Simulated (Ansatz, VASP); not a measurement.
One calculation of P, two programs

The input INCAR:

```
SYSTEM = P
ALGO     = Normal         ! electronic algorithm
EDIFF    = 1E-6           ! SCF threshold, eV
ENCUT    = 520            ! plane-wave cutoff, eV
GGA      = PS             ! functional
ISIF     = 2              ! what is computed and relaxed
ISMEAR   = 0              ! smearing method
LASPH    = .TRUE.         ! aspherical terms in the spheres
LCHARG   = .TRUE.         ! write CHGCAR
LELF     = .TRUE.         ! ELF
LREAL    = .FALSE.        ! projectors in reciprocal space
LVHAR    = .TRUE.       
LWAVE    = .FALSE.        ! write WAVECAR
NBANDS   = 8              ! bands
NELM     = 80             ! most SCF steps
PREC     = Accurate       ! precision mode
SIGMA    = 0.15           ! smearing width, eV
```

File KPOINTS:

```
k-points
0
G
  12 12 12
  0 0 0
```

File POSCAR:

```
P
1.0
    4.0592596145      0.0000000000      0.0000000000
    0.0000000000      4.0592596145      0.0000000000
    0.0000000000      0.0000000000      4.4874500000
P
1
Direct
    0.0000000000      0.0000000000      0.0000000000
```

Input for Ansatz:

```yaml
crystal:
  lattice:
    - [4.0592596145, 0.0, 0.0]
    - [0.0, 4.0592596145, 0.0]
    - [0.0, 0.0, 4.48745]
  atoms:
    - { symbol: P, position: [0.0, 0.0, 0.0] }
basis:
  ecutwfc: 420
kpoints:
  mp_grid: { grid: [12, 12, 12] }
hamiltonian:
  xc: pbesol
scf:
  occupations: { method: gaussian, width: 0.15 }
output:
  forces: true
  stress: true
  eigenvalues: true
```

Change from the starting cell: strain -0.050 along x and y, +0.025 along z, atoms carried along.

Alike in both runs: task single point; functional PBEsol; k mesh 12 × 12 × 12; occupations gaussian, width 0.15 eV; no spin polarisation.

|  | VASP | Ansatz |
| --- | --- | --- |
| version | VASP 6.6.1 | Ansatz 0.2.0 |
| potentials or method | VASP PAW PBE potentials, release 64 (P), cutoff 520 eV | scalar-relativistic, plane waves, PAW |
| valence electrons in the cell | 5 | 5 |

```tsv
	VASP	Ansatz	Ansatz less VASP
gap on the k mesh at the Fermi level (eV)	none	none	-
pressure (GPa)	-4.6	-4.6	+0.01
traceless stress, the component that is largest in VASP (GPa)	1.31	1.31	+0.001
```

VASP's potentials were made for PBE, not for PBEsol. A gap of «none» marks a metal or a gap that the smearing closes. The functional is the same, so the differences come from potentials, cutoffs and numerics.
